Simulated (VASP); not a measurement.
A run of VASP 6.6.1:

The input INCAR:

```
SYSTEM = MnSi
  PREC = Accurate
  ENCUT = 520
  EDIFF = 1E-7
  ISMEAR = 0
  SIGMA = 0.05
  LREAL = .False.
  LASPH = .True.
  NELM = 80
  ALGO = Fast
  ISIF = 2
  LWAVE = .False.
  LCHARG = .False.
  GGA = PE
  IBRION = 2
  NSW = 60
  EDIFFG = -0.01
```

File KPOINTS:

```
regular mesh
0
Gamma
  8 8 8
  0 0 0
```

The input POSCAR:

```
MnSi
1.0
    4.5565203533      0.0000000000      0.0000000000
    0.0000000000      4.5565203533      0.0000000000
    0.0000000000      0.0000000000      4.5565203533
Mn Si
4 4
Direct
    0.1365363634      0.1365363634      0.1365363634
    0.3634636366      0.8634636366      0.6365363634
    0.6365363634      0.3634636366      0.8634636366
    0.8634636366      0.6365363634      0.3634636366
    0.8454164728      0.8454164728      0.8454164728
    0.6545835272      0.1545835272      0.3454164728
    0.3454164728      0.6545835272      0.1545835272
    0.1545835272      0.3454164728      0.6545835272
```

Potentials or basis: VASP PAW PBE potentials, release 64 (Mn_pv, Si).

The run is started by

```console
$ cat potpaw_PBE.64/Mn_pv/POTCAR potpaw_PBE.64/Si/POTCAR > POTCAR
$ mpirun -np 1 vasp_std > vasp.out
```

Hardware: 1 thread of Oxide Virtual Turin-like Processor, with other jobs on the host.

**Question.** Estimate the wall time of this run.

**Answer.** Run time: 6.9 min on 1 thread of Oxide Virtual Turin-like Processor (shared host), peak memory 0.26 GiB. Counts: scf iterations 38, k points 45, ion steps 3.
